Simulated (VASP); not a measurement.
CoO:

```
Co O
1.0
    -1.50800    1.50800    2.10725
     1.50800   -1.50800    2.10725
     1.50800    1.50800   -2.10725
Co O
1 1
Direct
  0.00000 0.00000 0.00000
  0.50000 0.50000 0.00000
```

Base run:

* Program: VASP 6.6.1
* Functional: PBEsol
* Potentials or basis: VASP PAW PBE potentials, release 64 (Co, O)
* Cutoff: 520 eV
* k mesh: 10 × 10 × 10
* Occupations: fermi-dirac, width 0.05 eV
* Spin: collinear spin, ferromagnetic start
* Starting moments: [1.0, 0.0] μB
* Fixed moment: 1 μB

Its results: pressure -24.6 GPa; site moments Co +0.99; O -0.00 μB.

Q: The run is repeated on the same cell with these changes: fixed moment from 1 μB to 0.5 μB; moments at the start from [1.0, 0.0] to [0.5, 0.0]. What comes out?

A: Pressure -26.6 GPa; site moments Co +0.50; O -0.01 μB.

Caveats: the cell stands under tension; the PAW data sets were made with another functional, which shifts forces and pressure a little; the total moment is fixed, so each spin has its own Fermi level; a cell with one magnetic atom can't hold antiferromagnetic order, which such compounds often take.
